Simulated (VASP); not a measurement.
# Sb (P6_3/mmc) in VASP: notebook, part 2 of 2

VASP 6.6.1.

## Step 4: Single point, r2SCAN

This run uses another cell than the first one, of 26.65 Å³/atom.

POSCAR

```
Sb
1.0
    3.3545324186      0.0000000000      0.0000000000
   -1.6772662093      2.9051102923      0.0000000000
    0.0000000000      0.0000000000      5.4701606500
Sb
2
Direct
    0.6666666667      0.3333333333      0.7500000000
    0.3333333333      0.6666666667      0.2500000000
```

INCAR.step1

```
PREC = Accurate ; ENCUT = 520
ISMEAR = -1 ; SIGMA = 0.05
LREAL = F ; LASPH = T
NELM = 100 ; NBANDS = 12
GGA = PE ; ALGO = Normal
EDIFF = 1E-4 ; LWAVE = T
LCHARG = F
```

INCAR.step2

```
PREC = Accurate ; ENCUT = 520
EDIFF = 1E-6 ; ISMEAR = -1
SIGMA = 0.05 ; LREAL = F
LASPH = T ; NELM = 100
ALGO = Normal ; ISIF = 2
LWAVE = F ; LCHARG = F
METAGGA = R2SCAN ; LMIXTAU = T
NBANDS = 12 ; ISTART = 1
```

KPOINTS

```
Automatic mesh
0
Gamma
  9 9 5
```

Potentials or basis: VASP PAW PBE potentials, release 64 (Sb).

Launch:

```console
cat potpaw_PBE.64/Sb/POTCAR > POTCAR
cp INCAR.step1 INCAR
mpirun -np 1 vasp_std > vasp.out
cp INCAR.step2 INCAR
mpirun -np 1 vasp_std > vasp.out
```

OUTCAR:

```text
PREC = Accurate
   ENCUT = 520
   EDIFF = 1E-6
   ISMEAR = -1
   LREAL = F
   LASPH = T
   NELM = 100
   ISIF = 2
   METAGGA = R2SCAN
   ISTART = 1

 ion  position               nearest neighbor table
   1  0.667  0.333  0.750-   2 3.35   2 3.35   2 3.35   2 3.35   2 3.35   2 3.35
   2  0.333  0.667  0.250-   1 3.35   1 3.35   1 3.35   1 3.35   1 3.35   1 3.35

  LATTYP: Found a hexagonal cell.
 ALAT       =     3.3545324186
 C/A-ratio  =     1.6306775334

  Lattice vectors:

 A1 = (   3.3545324186,   0.0000000000,   0.0000000000)
 A2 = (  -1.6772662093,   2.9051102923,   0.0000000000)
 A3 = (   0.0000000000,   0.0000000000,   5.4701606500)

Analysis of symmetry for initial positions (statically):
=====================================================================
 Subroutine PRICEL returns:
 Original cell was already a primitive cell.

 Routine SETGRP: Setting up the symmetry group for a
 hexagonal supercell.

 Subroutine GETGRP returns: Found 24 space group operations
 (whereof 12 operations were pure point group operations)
 out of a pool of 24 trial point group operations.

[... 176 lines left out ...]
      4      12.3818      0.00000
      5      12.3818      0.00000
      6      14.1595      0.00000
      7      14.1595      0.00000
      8      14.4221      0.00000
      9      16.9192      0.00000
     10      18.0982      0.00000
     11      19.0772      0.00000
     12      19.0772      0.00000
[... 331 lines left out ...]
 k-point    24 :       0.3333    0.3333    0.2000
  band No.  band energies     occupation
      1       0.2290      2.00000
      2       0.2290      2.00000
      3       4.0708      2.00000
      4       5.1453      2.00000
      5       5.1453      2.00000
      6       6.7826      2.00000
      7       9.3167      0.00000
      8       9.3167      0.00000
      9      13.5672      0.00000
     10      19.6032      0.00000
     11      19.6032      0.00000
     12      21.5496      0.00000

 [... further k-points ...]

------------------------ aborting loop because EDIFF is reached ----------------------------------------

  FORCE on cell =-STRESS in cart. coord.  units (eV):
  Direction    XX          YY          ZZ          XY          YZ          ZX
  --------------------------------------------------------------------------------------
  -------------------------------------------------------------------------------------
  Total        0.1784375      0.1784375      0.1945210      0.0000000      0.0000000      0.0000000
  in kB        5.3629274      5.3629274      5.8463167      0.0000000      0.0000000      0.0000000
  external PRESSURE =       5.5240572 kB  Pullay stress =       0.0000000 kB

 VOLUME and BASIS-vectors are now :
 -----------------------------------------------------------------------------
  energy-cutoff  :      520.00
  volume of cell :       53.31
      direct lattice vectors                 reciprocal lattice vectors
     3.354532419  0.000000000  0.000000000     0.298104139  0.172110505  0.000000000
    -1.677266209  2.905110292  0.000000000     0.000000000  0.344221010  0.000000000
     0.000000000  0.000000000  5.470160650     0.000000000  0.000000000  0.182809987

 POSITION                                       TOTAL-FORCE (eV/Angst)
 -----------------------------------------------------------------------------------
      1.67727      0.96837      4.10262        -0.000000     -0.000000      0.000000
     -0.00000      1.93674      1.36754         0.000000      0.000000      0.000000
 -----------------------------------------------------------------------------------
    total drift:                                0.000000     -0.000000      0.000000

  FREE ENERGIE OF THE ION-ELECTRON SYSTEM (eV)
  ---------------------------------------------------
  free  energy   TOTEN  =       -50.5681866750 eV

  energy  without entropy=      -50.5575108119  energy(sigma->0) =      -50.56284874
```

OUTCAR.step1:

```text
PREC = Accurate
   ENCUT = 520
   ISMEAR = -1
   LREAL = F
   LASPH = T
   NELM = 100
[... 582 lines left out ...]
 -----------------------------------------------------------------------------------
      1.67727      0.96837      4.10262        -0.000000     -0.000000      0.000000
     -0.00000      1.93674      1.36754         0.000000      0.000000      0.000000
 -----------------------------------------------------------------------------------
    total drift:                                0.000000     -0.000000      0.000000

  FREE ENERGIE OF THE ION-ELECTRON SYSTEM (eV)
  ---------------------------------------------------
  free  energy   TOTEN  =        -7.7276295299 eV

  energy  without entropy=       -7.7156336135  energy(sigma->0) =       -7.72163157
```

OSZICAR.step1:

```text
N       E                     dE             d eps       ncg     rms          rms(c)
DAV:   1     0.336746437971E+02    0.33675E+02   -0.35225E+03   864   0.659E+02
DAV:   2    -0.582295152889E+01   -0.39498E+02   -0.38275E+02  1156   0.108E+02
DAV:   3    -0.772170605899E+01   -0.18988E+01   -0.18824E+01  1112   0.261E+01
DAV:   4    -0.773685272526E+01   -0.15147E-01   -0.15146E-01  1000   0.279E+00
DAV:   5    -0.773700432472E+01   -0.15160E-03   -0.15160E-03  1024   0.313E-01    0.246E+00
DAV:   6    -0.773080601597E+01    0.61983E-02   -0.36623E-03   988   0.314E-01    0.140E+00
DAV:   7    -0.772759549255E+01    0.32105E-02   -0.71637E-03   924   0.442E-01    0.495E-02
DAV:   8    -0.772762952992E+01   -0.34037E-04   -0.12693E-04   820   0.815E-02
   1 F= -.77276295E+01 E0= -.77216316E+01  d E =-.119959E-01
```

It took 2.2 min on 1 thread of Intel Xeon 8259CL, shared host; peak memory 0.19 GiB.

What came out:

| Property | Result |
| --- | --- |
| Free energy | -50.5682 eV |
| Pressure | 0.6 GPa |
| Band gap on the k mesh | zero (bands 5 and 6 overlap by 7.31 eV) |

Levels at points of the mesh, in eV from the Fermi level:
| k point | band 1 | band 2 | band 3 | band 4 | band 5 | band 6 | band 7 | band 8 | band 9 | band 10 |
| --- | --- | --- | --- | --- | --- | --- | --- | --- | --- | --- |
| (0.00, 0.00, 0.00) | -13.57 | -9.47 | -6.13 | 3.87 | 3.87 | 5.65 | 5.65 | 5.91 | 8.41 | 9.59 |

Caveat: the PAW data sets were made with another functional, which shifts forces and pressure a little; spin-orbit coupling is left out, which moves the levels of the heavy elements.

## Step 5: The runs side by side

```csv
cell,gap on the mesh (eV),pressure (GPa)
"a = 3.309, b = 3.309, c = 5.396 Å, angles 90.0, 90.0, 120.0°, 2 atoms",none,3.5
"a = 3.332, b = 3.332, c = 5.433 Å, angles 90.0, 90.0, 120.0°, 2 atoms",none,1.9
"a = 3.355, b = 3.355, c = 5.470 Å, angles 90.0, 90.0, 120.0°, 2 atoms",none,0.6
```

Alike in all rows: task single point; level r2SCAN; potentials or basis VASP PAW PBE potentials, release 64 (Sb); no spin polarisation; k mesh 9 × 9 × 5; cutoff (eV) 520; smearing fermi-dirac 0.05 eV.

Caveats: the PAW data sets were made with another functional, which shifts forces and pressure a little; spin-orbit coupling is left out, which moves the levels of the heavy elements; the cell stands under pressure (at least some runs).

Total energies depend on the potentials used, so only differences within one code and one set of settings carry meaning.
